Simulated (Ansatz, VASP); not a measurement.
# One calculation of Ni, two programs

File INCAR:

```
PREC = Accurate
ENCUT = 600
EDIFF = 1E-6
ISMEAR = 0
SIGMA = 0.1
LREAL = False
LASPH = True
NELM = 200
ALGO = Normal
ISIF = 2
LWAVE = False
LCHARG = True
ISPIN = 2
MAGMOM = 0.81
LORBIT = 11
LMAXMIX = 4
LDAU = True
LDAUTYPE = 2
LDAUL = 2
LDAUU = 2.4
LDAUJ = 0
LDAUPRINT = 1
GGA = CA
LELF = True
LVHAR = True
NBANDS = 15
GGA_COMPAT = False
```

KPOINTS

```
Automatic mesh
0
Gamma
  4 4 4
```

File POSCAR:

```
Ni
1.0
    0.0000000000      1.7679500000      1.7679500000
    1.7679500000      0.0000000000      1.7679500000
    1.7679500000      1.7679500000      0.0000000000
Ni
1
Direct
    0.3290000000      0.4300000000      0.3990000000
```

Input for Ansatz:

```yaml
crystal:
  lattice:
    - [0.0, 1.76795, 1.76795]
    - [1.76795, 0.0, 1.76795]
    - [1.76795, 1.76795, 0.0]
  atoms:
    - { symbol: Ni, position: [0.329, 0.43, 0.399], spin: 0.81 }
basis:
  ecutwfc: 420
kpoints:
  mp_grid: { grid: [4, 4, 4] }
  band_path: { path: [[0, 0, 0], [0.5, 0, 0], [0.5, 0.5, 0.5]], npoints: 8 }
hamiltonian:
  xc: lda
  hubbard: { sites: [{ species: Ni, l: d, u_eff: 2.4 }], projectors: atomic }
scf:
  occupations: { method: gaussian, width: 0.1 }
  lower_state_search: "off"
  algorithm: direct_min
  convergence: { dr2_threshold: "1e-2 eV" }
  max_iter: 68
output:
  forces: true
  stress: true
  eigenvalues: true
  populations: true
magnetization:
  spin_polarized: true
```

Alike in both runs: task single point; functional LDA; k mesh 4 × 4 × 4; occupations gaussian, width 0.1 eV; collinear spin; Hubbard terms Ni d U = 2.4 eV.

|  | VASP | Ansatz |
| --- | --- | --- |
| version | VASP 6.6.1 | Ansatz 0.2.0 |
| potentials or method | VASP PAW LDA potentials, release 64 (Ni), cutoff 600 eV | scalar-relativistic, plane waves, PAW |
| valence electrons in the cell | 10 | 18 |

Ansatz gave:

| Quantity | Value |
| --- | --- |
| gap on the k mesh at the Fermi level (eV) | none |
| pressure (GPa) | -27.4 |
| net moment per atom (μB) | 0.56 |
| size of the moment on the site where the two differ most (μB) | 0.60 |

Problem. Which values does VASP return?

Solution. gap on the k mesh at the Fermi level (eV): none; pressure (GPa): -26.9; net moment per atom (μB): 0.52; size of the moment on the site where the two differ most (μB): 0.55.

LDA's correlation is that of Perdew and Zunger in VASP and of Perdew and Wang (1992) in Ansatz. Site moments also hang on the region over which each program counts them. The programs project onto different local orbitals, so the same U acts differently, and such runs can settle in different states. A gap of «none» marks a metal or a gap that the smearing closes. VASP's potentials hold 10 valence electrons a cell and Ansatz's 18, so a difference there can come from the potentials and not from the codes. Ansatz's warnings: filled band counts differ across k points, force scf threshold loose, stability check not made, stress scf threshold loose.

The k mesh is coarse, so the values compare programs but aren't converged.
